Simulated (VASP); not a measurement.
Here is a VASP 6.6.1 calculation.

File INCAR:

```
SYSTEM = Be
PREC = Accurate
ENCUT = 520
EDIFF = 1E-7
ISMEAR = 0
SIGMA = 0.1
LREAL = .FALSE.
LASPH = .TRUE.
NELM = 60
ALGO = Normal
ISIF = 2
LWAVE = .FALSE.
LCHARG = .FALSE.
GGA = PS
NBANDS = 12
```

File KPOINTS:

```
regular mesh
0
G
  12 12 18
  0 0 0
```

The input POSCAR:

```
Be
1.0
    3.9389131538      0.0000000000      0.0000000000
    0.0000000000      3.9389131538      0.0000000000
    0.0000000000      0.0000000000      2.1929260256
Be
4
Direct
    0.3087313288      0.3087313288      0.0000000000
    0.6912686712      0.6912686712      0.0000000000
    0.1912686712      0.8087313288      0.5000000000
    0.8087313288      0.1912686712      0.5000000000
```

Potentials or basis: VASP PAW PBE potentials, release 64 (Be).

The run is started by

```console
$ cat potpaw_PBE.64/Be/POTCAR > POTCAR
$ mpirun -np 1 vasp_std > vasp.out
```

Q: Predict the largest force.

A: 0.231 eV/Å.

Q: What does it give for the pressure?

A: -5.7 GPa.

Q: Predict the band gap on the k mesh.

A: Zero (bands 4 and 5 overlap by 2.78 eV).

Forces on the atoms (eV/Å):
```
Be  -0.163 -0.163  0.000
Be   0.163  0.163  0.000
Be   0.163 -0.163  0.000
Be  -0.163  0.163  0.000
```

Caveat: the cell differs from its parent crystal (strained); the cell stands under tension; the PAW data sets were made with another functional, which shifts forces and pressure a little.
